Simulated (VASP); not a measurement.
Here is a VASP 6.6.1 calculation.

Contents of INCAR:

```
SYSTEM = Ag
PREC = Accurate
ENCUT = 520
EDIFF = 1E-7
ISMEAR = -1
SIGMA = 0.1
LREAL = .FALSE.
LASPH = .TRUE.
NELM = 60
ALGO = Normal
ISIF = 2
LWAVE = .FALSE.
LCHARG = .TRUE.
GGA = PE
LELF = .TRUE.
LVHAR = .TRUE.
NBANDS = 12
```

The input KPOINTS:

```
Automatic mesh
0
G
  16 16 16
  0 0 0
```

The input POSCAR:

```
Ag
1.0
    0.0000000000      1.8239238029      1.8239238029
    1.8239238029      0.0000000000      1.8239238029
    1.8239238029      1.8239238029      0.0000000000
Ag
1
Direct
    0.0000000000      0.0000000000      0.0000000000
```

Potentials or basis: VASP PAW PBE potentials, release 64 (Ag).

Launch:

```console
$ cat potpaw_PBE.64/Ag/POTCAR > POTCAR
$ mpirun -np 1 vasp_std > vasp.out
```

Task: Predict the pressure.

Result: 104.3 GPa.
